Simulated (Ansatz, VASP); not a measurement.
**Ge5P in VASP and in Ansatz**

INCAR

```
  PREC = Accurate
  ENCUT = 600
  EDIFF = 1E-6
  ISMEAR = 0
  SIGMA = 0.1
  LREAL = False
  LASPH = True
  NELM = 60
  ALGO = Normal
  ISIF = 3
  LWAVE = False
  LCHARG = False
  GGA = PE
  IBRION = 2
  NSW = 90
  EDIFFG = -0.04
```

The input KPOINTS:

```
regular mesh
0
Gamma
  6 6 2
```

Contents of POSCAR:

```
Ge5P
1.0
    3.2096512720      0.0000000000      0.0000000000
   -1.6048256360      2.7796395388      0.0000000000
    0.0000000000      0.0000000000     12.5163228674
Ge P
5 1
Direct
    0.6666666667      0.3333333333      0.8556506217
    0.0000000000      0.0000000000      0.6770415849
    0.6666666667      0.3333333333      0.5000000000
    0.0000000000      0.0000000000      0.3229584151
    0.6666666667      0.3333333333      0.1443493783
    0.0000000000      0.0000000000      0.0000000000
```

Input for Ansatz:

```yaml
crystal:
  lattice:
    - [3.209651272, 0.0, 0.0]
    - [-1.604825636, 2.7796395388, 0.0]
    - [0.0, 0.0, 12.5163228674]
  atoms:
    - { symbol: Ge, position: [0.6666666667, 0.3333333333, 0.8556506217] }
    - { symbol: Ge, position: [0.0, 0.0, 0.6770415849] }
    - { symbol: Ge, position: [0.6666666667, 0.3333333333, 0.5] }
    - { symbol: Ge, position: [0.0, 0.0, 0.3229584151] }
    - { symbol: Ge, position: [0.6666666667, 0.3333333333, 0.1443493783] }
    - { symbol: P, position: [0.0, 0.0, 0.0] }
basis:
  ecutwfc: 420
kpoints:
  mp_grid: { grid: [6, 6, 2] }
hamiltonian:
  xc: pbe
scf:
  occupations: { method: gaussian, width: 0.1 }
  lower_state_search: "off"
output:
  forces: true
  stress: true
  eigenvalues: true
relax:
  adjacent_minimum: "off"
  f_tol: 0.04
  max_steps: 70
  cell: { stress_tol: 0.4 }
```

Change from the starting cell: species swapped into the Ca5Mg type (P-6m2, No. 187).

Alike in both runs: task relaxation of cell and atoms; functional PBE; k mesh 6 × 6 × 2; occupations gaussian, width 0.1 eV; no spin polarisation.

|  | VASP | Ansatz |
| --- | --- | --- |
| version | VASP 6.6.1 | Ansatz 0.2.0 |
| potentials or method | VASP PAW PBE potentials, release 64 (Ge_d, P), cutoff 600 eV | scalar-relativistic, plane waves, PAW |
| valence electrons in the cell | 75 | 75 |

|  | VASP | Ansatz | Ansatz less VASP |
| --- | --- | --- | --- |
| gap on the k mesh at the Fermi level, each at its own relaxed structure (eV) | none | none | - |
| relaxed volume (Å³/atom) | 19.89 | 19.97 | +0.072 |
| relaxed cell length with the largest relative difference (Å) | 3.582 | 3.593 | +0.0108 |

A gap of «none» marks a metal or a gap that the smearing closes.

The k mesh is coarse, so the values compare programs but aren't converged.
